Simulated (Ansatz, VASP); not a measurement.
## Two plane-wave programs on CoSn

Contents of INCAR:

```
  PREC = Accurate
  ENCUT = 520
  EDIFF = 1E-6
  ISMEAR = 0
  SIGMA = 0.15
  LREAL = False
  LASPH = True
  NELM = 100
  ALGO = Fast
  ISIF = 2
  LWAVE = False
  LCHARG = False
  GGA = PS
  NBANDS = 44
```

Contents of KPOINTS:

```
regular mesh
0
Gamma
  12 12 12
```

File POSCAR:

```
CoSn
1.0
    5.0564916810      0.0000000000      0.0000000000
   -2.5282458405      4.3790502497      0.0000000000
    0.0000000000      0.0000000000      4.4419329658
Co Sn
3 3
Direct
    0.0000000000      0.5000000000      0.0000000000
    0.5000000000      0.5000000000      0.0000000000
    0.5000000000      0.0000000000      0.0000000000
    0.6666666667      0.3333333333      0.5000000000
    0.3333333333      0.6666666667      0.5000000000
    0.0000000000      0.0000000000      0.0000000000
```

Input for Ansatz:

```yaml
crystal:
  lattice:
    - [5.056491681, 0.0, 0.0]
    - [-2.5282458405, 4.3790502497, 0.0]
    - [0.0, 0.0, 4.4419329658]
  atoms:
    - { symbol: Co, position: [0.0, 0.5, 0.0] }
    - { symbol: Co, position: [0.5, 0.5, 0.0] }
    - { symbol: Co, position: [0.5, 0.0, 0.0] }
    - { symbol: Sn, position: [0.6666666667, 0.3333333333, 0.5] }
    - { symbol: Sn, position: [0.3333333333, 0.6666666667, 0.5] }
    - { symbol: Sn, position: [0.0, 0.0, 0.0] }
basis:
  ecutwfc: 420
kpoints:
  mp_grid: { grid: [12, 12, 12] }
hamiltonian:
  xc: pbesol
scf:
  occupations: { method: gaussian, width: 0.15 }
output:
  forces: true
  stress: true
  eigenvalues: true
```

Alike in both runs: task single point; functional PBEsol; k mesh 12 × 12 × 12; occupations gaussian, width 0.15 eV; no spin polarisation.

|  | VASP | Ansatz |
| --- | --- | --- |
| version | VASP 6.6.1 | Ansatz 0.2.0 |
| potentials or method | VASP PAW PBE potentials, release 64 (Co, Sn_d), cutoff 520 eV | scalar-relativistic, plane waves, PAW |
| valence electrons in the cell | 69 | 93 |

Ansatz gave:

| Quantity | Value |
| --- | --- |
| gap on the k mesh at the Fermi level (eV) | none |
| pressure (GPa) | 1.6 |
| traceless stress, the component that is largest in VASP (GPa) | -12.90 |

Question: Estimate VASP's values.

Answer: gap on the k mesh at the Fermi level (eV): none; pressure (GPa): 1.4; traceless stress, the component that is largest in VASP (GPa): -12.89.

VASP's potentials were made for PBE, not for PBEsol. A gap of «none» marks a metal or a gap that the smearing closes. The functional is the same, so the differences come from potentials, cutoffs and numerics. VASP's potentials hold 69 valence electrons a cell and Ansatz's 93, so a difference there can come from the potentials and not from the codes.
